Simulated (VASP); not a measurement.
## ZnSe (zincblende type): single point with PBEsol

Crystal: ZnSe (zincblende type).

```
Zn Se
1.0
     0.00000    2.75932    2.75932
     2.75932    0.00000    2.75932
     2.75932    2.75932    0.00000
Zn Se
1 1
Direct
  0.00000 0.00000 0.00000
  0.25000 0.25000 0.25000
```

This cell differs from its parent crystal: volume scaled by 0.94.

```json
{
  "Program": "VASP 6.6.1",
  "Task": "single point",
  "Functional": "PBEsol",
  "Potentials or basis": "VASP PAW PBE potentials, release 64 (Zn, Se)",
  "Cutoff": "520 eV",
  "k mesh": "11 × 11 × 11",
  "Occupations": "fermi-dirac, width 0.08 eV",
  "Spin": "no spin polarisation",
  "Dipole correction": "no",
  "Further INCAR settings": "ALGO = Normal; EDIFF = 1e-07; NBANDS = 16"
}
```

```json
{"Pressure": "5.0 GPa", "Band gap on the k mesh": "1.50 eV, direct"}
```

Levels at points of the mesh, in eV from the valence-band top:
| k point | band 7 | band 8 | band 9 | band 10 | band 11 | band 12 |
| --- | --- | --- | --- | --- | --- | --- |
| (0.00, 0.00, 0.00) | 0.00 | 0.00 | 0.00 | 1.50 | 5.69 | 5.69 |

Wall time 19 s on 1 thread of Intel(R) Xeon(R) 6975P-C (Granite Rapids), with other jobs on the host, peak memory 0.19 GiB.

Caveat: the PAW data sets were made with another functional, which shifts forces and pressure a little.
